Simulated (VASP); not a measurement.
# AlN (P6_3mc) in VASP: notebook, part 2 of 2

VASP 6.6.1.

## Step 3: Phonons, r2SCAN

This run uses another cell than the first one, of 10.40 Å³/atom.

Input file INCAR:

```
SYSTEM = AlN
PREC     = Accurate       ! precision mode
ENCUT    = 520            ! plane-wave cutoff, eV
EDIFF    = 1E-8           ! SCF threshold, eV
ISMEAR   = 0              ! smearing method
SIGMA    = 0.01           ! smearing width, eV
LREAL    = .False.        ! projectors in reciprocal space
LASPH    = .True.         ! aspherical terms in the spheres
NELM     = 80             ! most SCF steps
ALGO     = Normal         ! electronic algorithm
ISIF     = 2              ! what is computed and relaxed
LWAVE    = .False.        ! write WAVECAR
LCHARG   = .False.        ! write CHGCAR
METAGGA  = R2SCAN         ! meta-GGA
LMIXTAU  = .True.       
NBANDS   = 16             ! bands
IBRION   = 6              ! ionic algorithm
NFREE    = 2            
POTIM    = 0.015          ! step
NSW      = 1              ! ionic steps
```

Input file KPOINTS:

```
regular mesh
0
Gamma
  8 8 4
  0 0 0
```

Input file POSCAR:

```
AlN
1.0
    3.1066956632      0.0000000000      0.0000000000
   -1.5533478316      2.6904773662      0.0000000000
    0.0000000000      0.0000000000      4.9785179513
Al N
2 2
Direct
    0.3333333333      0.6666666667     -0.0008019551
    0.6666666667      0.3333333333      0.4991980449
    0.3333333333      0.6666666667      0.3808019551
    0.6666666667      0.3333333333      0.8808019551
```

Potentials or basis: VASP PAW PBE potentials, release 64 (Al, N).

Launch:

```bash
cat potpaw_PBE.64/Al/POTCAR potpaw_PBE.64/N/POTCAR > POTCAR
mpirun -np 1 vasp_std > vasp.out
```

OUTCAR:

```text
SYSTEM = AlN
   PREC = Accurate
   ENCUT = 520
   EDIFF = 1E-8
   ISMEAR = 0
   LREAL = .False.
   LASPH = .True.
   NELM = 80
   ISIF = 2
   METAGGA = R2SCAN
   IBRION = 6
   NFREE = 2
   POTIM = 0.015
   NSW = 1

 ion  position               nearest neighbor table
   1  0.333  0.667  0.999-   4 1.89   4 1.89   4 1.89   3 1.90   2 3.07   2 3.07   2 3.07   2 3.07
                             2 3.07   2 3.07
   2  0.667  0.333  0.499-   3 1.89   3 1.89   3 1.89   4 1.90   1 3.07   1 3.07   1 3.07   1 3.07
                             1 3.07   1 3.07
   3  0.333  0.667  0.381-   2 1.89   2 1.89   2 1.89   1 1.90
   4  0.667  0.333  0.881-   1 1.89   1 1.89   1 1.89   2 1.90

  LATTYP: Found a hexagonal cell.
 ALAT       =     3.1066956632
 C/A-ratio  =     1.6025122803

  Lattice vectors:
[... 973 lines left out ...]
  in kB       -7.0171206     -7.0171206      3.7136655      0.0000000     -0.0000000      0.0000000
  external PRESSURE =      -3.4401919 kB  Pullay stress =       0.0000000 kB
[... 19 lines left out ...]
  FREE ENERGIE OF THE ION-ELECTRON SYSTEM (eV)
  ---------------------------------------------------
  free  energy   TOTEN  =       -38.4540668933 eV

  energy  without entropy=      -38.4540668933  energy(sigma->0) =      -38.45406689

 INTERNAL STRAIN TENSORS FROM DISPLACED ATOMS
 ============================================

 INTERNAL STRAIN TENSOR FOR ION    1 for displacements in x,y,z  (eV/Angst):
          X           Y           Z          XY          YZ          ZX
  --------------------------------------------------------------------------------
  x     0.00000     0.00000     0.00000    -8.90207     0.00000    -5.26021
  y    -8.90207     8.90207     0.00000    -0.00000    -5.26021     0.00000
  z    -5.49519    -5.49519    12.19659     0.00000     0.00000     0.00000

 INTERNAL STRAIN TENSOR FOR ION    4 for displacements in x,y,z  (eV/Angst):
          X           Y           Z          XY          YZ          ZX
  --------------------------------------------------------------------------------
  x     0.00000     0.00000     0.00000    10.67103     0.00000     5.26159
  y    10.67103   -10.67103     0.00000    -0.00000     5.26160     0.00000
  z     5.49014     5.49014   -12.27137     0.00000     0.00000     0.00000

 Eigenvectors and eigenvalues of the dynamical matrix
 ----------------------------------------------------

   1 f  =   22.241760 THz   139.749097 2PiTHz  741.905244 cm-1    91.984485 meV
             X         Y         Z           dx          dy          dz
     -0.000000  1.793652  4.974525    -0.000000   -0.000000   -0.018969
      1.553348  0.896826  2.485266    -0.000000   -0.000000    0.018969
     -0.000000  1.793652  1.895829     0.000000    0.000000   -0.706852
      1.553348  0.896826  4.385088     0.000000    0.000000    0.706852
[... 71 lines left out ...]
  12 f/i=    0.020207 THz     0.126964 2PiTHz    0.674032 cm-1     0.083569 meV
             X         Y         Z           dx          dy          dz
     -0.000000  1.793652  4.974525     0.000000    0.000000   -0.574189
      1.553348  0.896826  2.485266     0.000000    0.000000   -0.574189
     -0.000000  1.793652  1.895829     0.000000    0.000000   -0.412683
      1.553348  0.896826  4.385088     0.000000    0.000000   -0.412683

 ELASTIC MODULI CONTR FROM IONIC RELAXATION (kBar)
 Direction    XX          YY          ZZ          XY          YZ          ZX
 --------------------------------------------------------------------------------
 XX        -697.3489    345.5334    391.8063      0.0000      0.0000      0.0000
 YY         345.5334   -697.3489    391.8063     -0.0000     -0.0000     -0.0000
 ZZ         391.8063    391.8063   -872.6857     -0.0000      0.0000     -0.0000
 XY           0.0000     -0.0000     -0.0000   -521.4411      0.0000      0.0000
 YZ           0.0000     -0.0000      0.0000      0.0000   -135.7062     -0.0000
 ZX           0.0000     -0.0000     -0.0000      0.0000     -0.0000   -135.7059
 --------------------------------------------------------------------------------
```

stdout:

```text
POSCAR found type information on POSCAR AlN
 POSCAR found :  2 types and       4 ions
 scaLAPACK will be used
 -----------------------------------------------------------------------------
|                                                                             |
|                                                                             |
|     You enforced a specific xc type in the INCAR file but a different       |
|     I HOPE YOU KNOW WHAT YOU ARE DOING!                                     |
|                                                                             |
 -----------------------------------------------------------------------------

 LDA part: xc-table for (None), standard interpolation
 POSCAR, INCAR and KPOINTS ok, starting setup
 FFT: planning ... GRIDC
 FFT: planning ... GRID_SOFT
 FFT: planning ... GRID
 WAVECAR not read
 entering main loop
 Found     4 degrees of freedom:
 Finite differences POTIM= 0.01500 DOF=   4
 bond charge predicted
 Finite differences progress:
 bond charge predicted
 Finite differences progress:
 bond charge predicted
 Finite differences progress:
 bond charge predicted
 Finite differences progress:
 bond charge predicted
 Finite differences progress:
 bond charge predicted
 Finite differences progress:
 bond charge predicted
 Finite differences progress:
 bond charge predicted
 Finite differences progress:
```

Run time: 24 min. Hardware: 1 thread of Intel Xeon 8259CL, shared host; peak memory 0.26 GiB.

Results:

* Highest phonon frequency at Γ, LO-TO splitting left out: 742 cm⁻¹

Phonon frequencies in cm⁻¹ (negative: imaginary):
| q point | frequencies |
| --- | --- |
| (0.000, 0.000, 0.000) | -1 0 0 250 250 558 624 668 668 681 681 742 |

Caveat: the PAW data sets were made with another functional, which shifts forces and pressure a little.

## Step 4: Phonons, r2SCAN

This run uses another cell than the first one, of 10.50 Å³/atom.

Input file INCAR:

```
  PREC = Accurate
  ENCUT = 520
  EDIFF = 1E-8
  ISMEAR = 0
  SIGMA = 0.01
  LREAL = F
  LASPH = T
  NELM = 100
  ALGO = Normal
  ISIF = 2
  LWAVE = F
  LCHARG = F
  METAGGA = R2SCAN
  LMIXTAU = T
  IBRION = 6
  NFREE = 2
  POTIM = 0.015
  NSW = 1
```

Input file KPOINTS:

```
regular mesh
0
Gamma
  8 8 4
```

Input file POSCAR:

```
AlN
1.0
    3.1161119429      0.0000000000      0.0000000000
   -1.5580559715      2.6986321036      0.0000000000
    0.0000000000      0.0000000000      4.9964181148
Al N
2 2
Direct
    0.3333333333      0.6666666667     -0.0007324138
    0.6666666667      0.3333333333      0.4992675862
    0.3333333333      0.6666666667      0.3807324138
    0.6666666667      0.3333333333      0.8807324138
```

Potentials or basis: VASP PAW PBE potentials, release 64 (Al, N).

Launch:

```bash
cat potpaw_PBE.64/Al/POTCAR potpaw_PBE.64/N/POTCAR > POTCAR
mpirun -np 1 vasp_std > vasp.out
```

OUTCAR:

```text
PREC = Accurate
   ENCUT = 520
   EDIFF = 1E-8
   ISMEAR = 0
   LREAL = F
   LASPH = T
   NELM = 100
   ISIF = 2
   METAGGA = R2SCAN
   IBRION = 6
   NFREE = 2
   POTIM = 0.015
   NSW = 1

 ion  position               nearest neighbor table
   1  0.333  0.667  0.999-   4 1.89   4 1.89   4 1.89   3 1.91   2 3.08   2 3.08   2 3.08   2 3.08
                             2 3.08   2 3.08
   2  0.667  0.333  0.499-   3 1.89   3 1.89   3 1.89   4 1.91   1 3.08   1 3.08   1 3.08   1 3.08
                             1 3.08   1 3.08
   3  0.333  0.667  0.381-   2 1.89   2 1.89   2 1.89   1 1.91
   4  0.667  0.333  0.881-   1 1.89   1 1.89   1 1.89   2 1.91

  LATTYP: Found a hexagonal cell.
 ALAT       =     3.1161119429
 C/A-ratio  =     1.6034141925

  Lattice vectors:

 A1 = (   3.1161119429,   0.0000000000,   0.0000000000)
 A2 = (  -1.5580559715,   2.6986321036,   0.0000000000)
 A3 = (   0.0000000000,   0.0000000000,   4.9964181148)

Analysis of symmetry for initial positions (statically):
=====================================================================
 Subroutine PRICEL returns:
 Original cell was already a primitive cell.

 Routine SETGRP: Setting up the symmetry group for a
 hexagonal supercell.

 Subroutine GETGRP returns: Found 12 space group operations
 (whereof  6 operations were pure point group operations)
 out of a pool of 24 trial point group operations.

The static configuration has the point symmetry C_3v.
 The point group associated with its full space group is C_6v.

Analysis of symmetry for dynamics (positions and initial velocities):
[... 498 lines left out ...]
     10      13.2784      0.00000
     11      17.3329      0.00000
     12      17.8070      0.00000
[... 331 lines left out ...]
 k-point    24 :       0.3750    0.0000    0.5000
  band No.  band energies     occupation
      1      -8.0790      2.00000
      2      -8.0578      2.00000
      3       0.6909      2.00000
      4       0.7154      2.00000
      5       4.2888      2.00000
      6       4.3185      2.00000
      7       4.4513      2.00000
      8       4.4848      2.00000
      9      12.1189      0.00000
     10      12.1711      0.00000
     11      16.1176      0.00000
     12      16.1932      0.00000

 [... further k-points ...]

------------------------ aborting loop because EDIFF is reached ----------------------------------------

  FORCE on cell =-STRESS in cart. coord.  units (eV):
  Direction    XX          YY          ZZ          XY          YZ          ZX
  --------------------------------------------------------------------------------------
  -------------------------------------------------------------------------------------
  Total       -0.7008583     -0.7008583     -0.4372137      0.0000000      0.0000000     -0.0000000
  in kB      -26.7254657    -26.7254657    -16.6720436      0.0000000      0.0000000     -0.0000000
  external PRESSURE =     -23.3743250 kB  Pullay stress =       0.0000000 kB
[... 19 lines left out ...]
  FREE ENERGIE OF THE ION-ELECTRON SYSTEM (eV)
  ---------------------------------------------------
  free  energy   TOTEN  =       -38.4511294959 eV

  energy  without entropy=      -38.4511294959  energy(sigma->0) =      -38.45112950

 INTERNAL STRAIN TENSORS FROM DISPLACED ATOMS
 ============================================

 INTERNAL STRAIN TENSOR FOR ION    1 for displacements in x,y,z  (eV/Angst):
          X           Y           Z          XY          YZ          ZX
  --------------------------------------------------------------------------------
  x     0.00000    -0.00000    -0.00000    -8.42188     0.00000    -4.98206
  y    -8.42188     8.42188     0.00000    -0.00000    -4.98206     0.00000
  z    -5.19632    -5.19632    11.54138     0.00000     0.00000    -0.00000

 INTERNAL STRAIN TENSOR FOR ION    4 for displacements in x,y,z  (eV/Angst):
          X           Y           Z          XY          YZ          ZX
  --------------------------------------------------------------------------------
  x    -0.00000     0.00000     0.00000    10.18247    -0.00000     4.98206
  y    10.18247   -10.18247    -0.00000     0.00000     4.98206    -0.00000
  z     5.19268     5.19268   -11.60070    -0.00000    -0.00000     0.00000

 Eigenvectors and eigenvalues of the dynamical matrix
 ----------------------------------------------------

   1 f  =   22.012820 THz   138.310629 2PiTHz  734.268648 cm-1    91.037669 meV
             X         Y         Z           dx          dy          dz
     -0.000000  1.799088  4.992759    -0.000000   -0.000000   -0.031611
      1.558056  0.899544  2.494550    -0.000000   -0.000000    0.031611
     -0.000000  1.799088  1.902298     0.000000    0.000000   -0.706400
      1.558056  0.899544  4.400507     0.000000    0.000000    0.706400
[... 71 lines left out ...]
  12 f/i=    0.015386 THz     0.096675 2PiTHz    0.513232 cm-1     0.063633 meV
             X         Y         Z           dx          dy          dz
     -0.000000  1.799088  4.992759    -0.000000    0.000000    0.574087
      1.558056  0.899544  2.494550    -0.000000    0.000000    0.574087
     -0.000000  1.799088  1.902298    -0.000000    0.000000    0.412824
      1.558056  0.899544  4.400507    -0.000000    0.000000    0.412824

 ELASTIC MODULI CONTR FROM IONIC RELAXATION (kBar)
 Direction    XX          YY          ZZ          XY          YZ          ZX
 --------------------------------------------------------------------------------
 XX        -643.5900    323.3300    356.6998      0.0000      0.0000      0.0000
 YY         323.3300   -643.5900    356.6998      0.0000     -0.0000     -0.0000
 ZZ         356.6998    356.6998   -794.5714     -0.0000      0.0000     -0.0000
 XY           0.0000      0.0000     -0.0000   -483.4600      0.0000      0.0000
 YZ           0.0000     -0.0000      0.0000      0.0000   -123.9968      0.0000
 ZX           0.0000     -0.0000     -0.0000      0.0000      0.0000   -123.9966
 --------------------------------------------------------------------------------
```

OSZICAR:

```text
N       E                     dE             d eps       ncg     rms          rms(c)
DAV:   1     0.389730104939E+02    0.38973E+02   -0.79331E+03   720   0.124E+03
DAV:   2    -0.429560683935E+02   -0.81929E+02   -0.75137E+02   984   0.228E+02
DAV:   3    -0.470575223383E+02   -0.41015E+01   -0.40821E+01   948   0.578E+01
[... 145 lines left out ...]
DAV:  11    -0.384511297063E+02   -0.10184E-06   -0.24159E-07   916   0.588E-03    0.778E-04
DAV:  12    -0.384511298812E+02   -0.17487E-06   -0.52235E-09   720   0.105E-03    0.387E-04
DAV:  13    -0.384511293610E+02    0.52021E-06   -0.17582E-08   636   0.216E-03    0.407E-04
DAV:  14    -0.384511294860E+02   -0.12502E-06   -0.45343E-09   440   0.962E-04    0.652E-05
DAV:  15    -0.384511294959E+02   -0.99333E-08   -0.65976E-10   420   0.275E-04
   9 F= -.38451129E+02 E0= -.38451129E+02  d E =-.156766E-64
```

stdout:

```text
POSCAR found type information on POSCAR AlN
 POSCAR found :  2 types and       4 ions
 scaLAPACK will be used
 -----------------------------------------------------------------------------
|                                                                             |
|                                                                             |
|     You enforced a specific xc type in the INCAR file but a different       |
|     I HOPE YOU KNOW WHAT YOU ARE DOING!                                     |
|                                                                             |
 -----------------------------------------------------------------------------

 LDA part: xc-table for (None), standard interpolation
 POSCAR, INCAR and KPOINTS ok, starting setup
 FFT: planning ... GRIDC
 FFT: planning ... GRID_SOFT
 FFT: planning ... GRID
 WAVECAR not read
 entering main loop
 Found     4 degrees of freedom:
 Finite differences POTIM= 0.01500 DOF=   4
 bond charge predicted
 Finite differences progress:
 bond charge predicted
 Finite differences progress:
 bond charge predicted
 Finite differences progress:
 bond charge predicted
 Finite differences progress:
 bond charge predicted
 Finite differences progress:
 bond charge predicted
 Finite differences progress:
 bond charge predicted
 Finite differences progress:
 bond charge predicted
 Finite differences progress:
```

Wall time 14 min (1 thread of Intel Xeon 8259CL, shared host); peak memory 0.25 GiB.

Results:

```
Highest phonon frequency at Γ, LO-TO splitting left out : 734 cm⁻¹
```

Phonon frequencies in cm⁻¹ (negative: imaginary):
```
              q point                                 frequencies
(0.000, 0.000, 0.000)  -1 0 0 250 250 553 616 657 657 671 671 734
```

Caveat: the cell stands under pressure or tension, which shifts response properties; the PAW data sets were made with another functional, which shifts forces and pressure a little.
